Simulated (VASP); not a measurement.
The system is In3Se.

```xyz
4
Lattice="4.8980 0.0000 0.0000 0.0000 4.8980 0.0000 0.0000 0.0000 4.8980" Properties=species:S:1:pos:R:3 pbc="T T T"
In    2.4490    2.4490    0.0000
In    2.4490    0.0000    2.4490
In    0.0000    2.4490    2.4490
Se    0.0000    0.0000    0.0000
```

Base run:

```yaml
Program: VASP 6.6.1
Functional: PBE
Potentials_or_basis: VASP PAW PBE potentials, release 64 (In_d, Se)
Cutoff: 520 eV
k_mesh: 6 × 6 × 6
Occupations: fermi-dirac, width 0.05 eV
Spin: no spin polarisation
```

Its results: pressure -1.9 GPa.

Task: The run is repeated on the same cell with these changes: functional from PBE to PBEsol; further incar settings from ALGO = Normal; EDIFF = 1e-07; NBANDS = 30 to ALGO = Normal; EDIFF = 1e-06; NBANDS = 30. What comes out?

Result: Pressure -4.3 GPa.

Caveats: the PAW data sets were made with another functional, which shifts forces and pressure a little (some runs).
